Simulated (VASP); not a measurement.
# Hf (P6_3/mmc) in VASP: a series of runs, part 2 of 2

VASP 6.6.1.

### 4 Relaxation of cell and atoms, RPBE

File INCAR:

```
PREC = Accurate
ENCUT = 500
EDIFF = 1E-7
ISMEAR = -1
SIGMA = 0.15
LREAL = False
LASPH = True
NELM = 120
ALGO = Normal
ISIF = 3
LWAVE = False
LCHARG = False
GGA = RP
IBRION = 2
NSW = 100
EDIFFG = -0.005
GGA_COMPAT = False
NELMIN = 4
```

File KPOINTS:

```
regular mesh
0
Gamma
  13 13 7
```

File POSCAR:

```
Hf
1.0
    3.1967000000      0.0000000000      0.0000000000
   -1.5983500000      2.7684234100      0.0000000000
    0.0000000000      0.0000000000      5.0578000000
Hf
2
Direct
    0.3333333339      0.6666666679      0.2500000000
    0.6666666661      0.3333333321      0.7500000000
```

Potentials or basis: VASP PAW PBE potentials, release 64 (Hf_pv).

On the command line:

```sh
> cat potpaw_PBE.64/Hf_pv/POTCAR > POTCAR
> mpirun -np 1 vasp_std > vasp.out
```

OUTCAR:

```text
PREC = Accurate
   ENCUT = 500
   EDIFF = 1E-7
   ISMEAR = -1
   LREAL = False
   LASPH = True
   NELM = 120
   ISIF = 3
   GGA = RP
   IBRION = 2
   NSW = 100
   EDIFFG = -0.005
   NELMIN = 4

 ion  position               nearest neighbor table
   1  0.333  0.667  0.250-   2 3.13   2 3.13   2 3.13   2 3.13   2 3.13   2 3.13
   2  0.667  0.333  0.750-   1 3.13   1 3.13   1 3.13   1 3.13   1 3.13   1 3.13

  LATTYP: Found a hexagonal cell.
 ALAT       =     3.1967000000
 C/A-ratio  =     1.5821941377

  Lattice vectors:

 A1 = (   3.1967000000,   0.0000000000,   0.0000000000)
 A2 = (  -1.5983500000,   2.7684234100,   0.0000000000)
 A3 = (   0.0000000000,   0.0000000000,   5.0578000000)

Analysis of symmetry for initial positions (statically):
=====================================================================
 Subroutine PRICEL returns:
 Original cell was already a primitive cell.

 Routine SETGRP: Setting up the symmetry group for a
 hexagonal supercell.

 Subroutine GETGRP returns: Found 24 space group operations
 (whereof 12 operations were pure point group operations)
 out of a pool of 24 trial point group operations.

The static configuration has the point symmetry D_3d.
 The point group associated with its full space group is D_6h.

Analysis of symmetry for dynamics (positions and initial velocities):
=====================================================================
 Subroutine PRICEL returns:
 Original cell was already a primitive cell.

 Routine SETGRP: Setting up the symmetry group for a
 hexagonal supercell.

 Subroutine GETGRP returns: Found 24 space group operations
 (whereof 12 operations were pure point group operations)
 out of a pool of 24 trial point group operations.

The dynamic configuration has the point symmetry D_3d.
 The point group associated with its full space group is D_6h.

 Subroutine INISYM returns: Found 24 space group operations
 (whereof 12 operations are pure point group operations),
 and found     1 'primitive' translations
[... 135 lines left out ...]

 number of electron      20.0000004 magnetization

 Free energy of the ion-electron system (eV)
  ---------------------------------------------------
  ext. energy  EPLUGINS =         0.00000000
  ---------------------------------------------------
  free energy    TOTEN  =       -19.06231580 eV

  energy without entropy =      -18.92576041  energy(sigma->0) =      -18.99403811

------------------------ aborting loop because EDIFF is reached ----------------------------------------

  FORCE on cell =-STRESS in cart. coord.  units (eV):
  Direction    XX          YY          ZZ          XY          YZ          ZX
  --------------------------------------------------------------------------------------
  -------------------------------------------------------------------------------------
  Total        0.8955040      0.8955040      0.9798499      0.0000000      0.0000000     -0.0000000
  in kB       32.0539871     32.0539872     35.0730940      0.0000000      0.0000000     -0.0000000
  external PRESSURE =      33.0603561 kB  Pullay stress =       0.0000000 kB
[... 203 lines left out ...]
--------------------------------------- Ionic step        7  -------------------------------------------

 number of electron      20.0000006 magnetization

 Free energy of the ion-electron system (eV)
  ---------------------------------------------------
  ext. energy  EPLUGINS =         0.00000000
  ---------------------------------------------------
  free energy    TOTEN  =       -19.07634473 eV

  energy without entropy =      -18.93487048  energy(sigma->0) =      -19.00560761

 E-fermi :   4.7755     XC(G=0): -11.0777

 val. band max:        4.7669691395   @ k =   0.0000   0.0000   0.2857
 cond. band min:       4.7789973652   @ k =   0.3077   0.2308   0.4286
 fundamental gap:      0.0120282257
 Fermi energy:         4.7755054131

 k-point     1 :       0.0000    0.0000    0.0000
  band No.  band energies     occupation
      1     -26.3158      2.00000
      2     -25.6588      2.00000
      3     -25.6588      2.00000
      4     -25.5448      2.00000
      5     -25.5448      2.00000
      6     -25.5431      2.00000
      7      -2.4660      2.00000
      8       1.1972      2.00000
      9       5.2979      0.05964
     10       6.0068      0.00054
     11       6.0068      0.00054
     12       6.2589      0.00010
     13       6.7914      0.00000
     14       6.7914      0.00000
[... 377 lines left out ...]
      1     -26.2342      2.00000
      2     -25.7596      2.00000
      3     -25.6897      2.00000
      4     -25.6884      2.00000
      5     -25.5783      2.00000
      6     -25.5673      2.00000
      7      -1.6291      2.00000
      8       1.7237      2.00000
      9       4.3209      1.90786
     10       4.9838      0.39925
     11       6.1193      0.00026
     12       6.3495      0.00006
     13       6.3973      0.00004
     14       7.0682      0.00000

 [... further k-points ...]

------------------------ aborting loop because EDIFF is reached ----------------------------------------

  FORCE on cell =-STRESS in cart. coord.  units (eV):
  Direction    XX          YY          ZZ          XY          YZ          ZX
  --------------------------------------------------------------------------------------
  -------------------------------------------------------------------------------------
  Total       -0.0031991     -0.0031991     -0.0033523      0.0000000      0.0000000     -0.0000000
  in kB       -0.1110477     -0.1110477     -0.1163662      0.0000000      0.0000000     -0.0000000
  external PRESSURE =      -0.1128205 kB  Pullay stress =       0.0000000 kB
[... 17 lines left out ...]
  FREE ENERGIE OF THE ION-ELECTRON SYSTEM (eV)
  ---------------------------------------------------
  free  energy   TOTEN  =       -19.0763447300 eV

  energy  without entropy=      -18.9348704814  energy(sigma->0) =      -19.00560761

 reached required accuracy - stopping structural energy minimisation
```

Wall time 75 s (1 thread of Intel Xeon 6975P-C (Granite Rapids), shared host); peak memory 0.19 GiB.

What came out:

```yaml
Free_energy: -19.0763 eV
Relaxed_volume: 23.08 Å³/atom
Relaxed_cell: a = 3.228 Å, b = 3.228 Å, c = 5.115 Å, α = 90.00°, β = 90.00°, γ = 120.00°
Space_group_after_relaxing_to_0.1_Å: P6_3/mmc (No. 194)
Energy_gained_by_relaxing: 7.0 meV/atom
Ionic_steps: 7
Pressure_after_relaxing: 0.0 GPa
Band_gap_on_the_k_mesh: zero (bands 10 and 11 overlap by 1.61 eV)
```

The path:
```tsv
step	energy change (eV)	largest force (eV/Å)	pressure (GPa)	volume (Å³)
1	0.0000	0.0000	3.31	44.76
2	0.0043	0.0000	-3.43	47.82
3	-0.0140	0.0000	-0.02	46.16
4	-0.0140	0.0000	0.04	46.13
5	-0.0140	0.0000	0.04	46.13
6	-0.0140	0.0000	0.04	46.13
7	-0.0140	0.0000	-0.01	46.16
```

Final structure:
```cif
data_structure
_symmetry_space_group_name_H-M 'P 1'
_symmetry_Int_Tables_number 1
_cell_length_a 3.2279
_cell_length_b 3.2279
_cell_length_c 5.1150
_cell_angle_alpha 90.000
_cell_angle_beta 90.000
_cell_angle_gamma 120.000
_cell_volume 46.16
loop_
_atom_site_label
_atom_site_type_symbol
_atom_site_fract_x
_atom_site_fract_y
_atom_site_fract_z
_atom_site_occupancy
Hf1 Hf 0.33333 0.66667 0.25000 1
Hf2 Hf 0.66667 0.33333 0.75000 1
```

Caveat: the PAW data sets were made with another functional, which shifts forces and pressure a little; spin-orbit coupling is left out, which moves the levels of the heavy elements.

### 5 Overview

```csv
task,level,cell,cutoff (eV),gap on the mesh (eV),pressure (GPa),relaxed volume (Å³/atom)
single point,r2SCAN,"a = 3.199, b = 3.199, c = 5.053 Å, angles 90.0, 90.0, 120.0°, 2 atoms",550,none,-0.6,-
relaxation of cell and atoms,PBE+D4,"relaxed from a = 3.197, b = 3.197, c = 5.058 Å, angles 90.0, 90.0, 120.0°, 2 atoms",500,none,0.0,22.17
relaxation of cell and atoms,RPBE,"relaxed from a = 3.197, b = 3.197, c = 5.058 Å, angles 90.0, 90.0, 120.0°, 2 atoms",500,none,0.0,23.08
```

Alike in all rows: potentials or basis VASP PAW PBE potentials, release 64 (Hf_pv); no spin polarisation; k mesh 13 × 13 × 7; smearing fermi-dirac 0.15 eV.

Caveats: spin-orbit coupling is left out, which moves the levels of the heavy elements; the PAW data sets were made with another functional, which shifts forces and pressure a little (at least some runs).

Total energies depend on the potentials used, so only differences within one code and one set of settings carry meaning.
